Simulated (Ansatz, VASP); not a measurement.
**Cr: VASP beside Ansatz**

```
Cr
1.0
     2.65860    0.00000    0.00000
    -1.32930    2.30241    0.00000
     0.00000    0.00000    4.31997
Cr
2
Direct
  0.66667 0.33333 0.75000
  0.33333 0.66667 0.25000
```

Alike in both runs: task single point; functional r2SCAN; k mesh 11 × 11 × 6; occupations fermi-dirac, width 0.05 eV; collinear spin.

```csv
,VASP,Ansatz
version,VASP 6.6.1,Ansatz 0.2.0
potentials or method,"VASP PAW PBE potentials, release 64 (Cr_pv)",Ansatz PAW
plane-wave cutoff (eV),520,500
valence electrons in the cell,24,28
```

```tsv
	VASP	Ansatz	Ansatz less VASP
gap on the k mesh at the Fermi level (eV)	none	none	-
pressure (GPa)	-12.6	7.7	+20.31
traceless stress, the component that is largest in VASP (GPa)	-2.69	-17.96	-15.275
net moment per atom (μB)	1.66	0.00	-1.663
size of the moment on the site where the two differ most (μB)	1.61	2.66	+1.043
```

The net moments are unlike, so the other rows may belong to different states. VASP's potentials were made for PBE, not for r2SCAN. Site moments also hang on the region over which each program counts them. A gap of «none» marks a metal or a gap that the smearing closes. VASP's potentials hold 24 valence electrons a cell and Ansatz's 28, so a difference there can come from the potentials and not from the codes.

Noted on Ansatz's run: the magnetic or orbital state may not be the lowest.
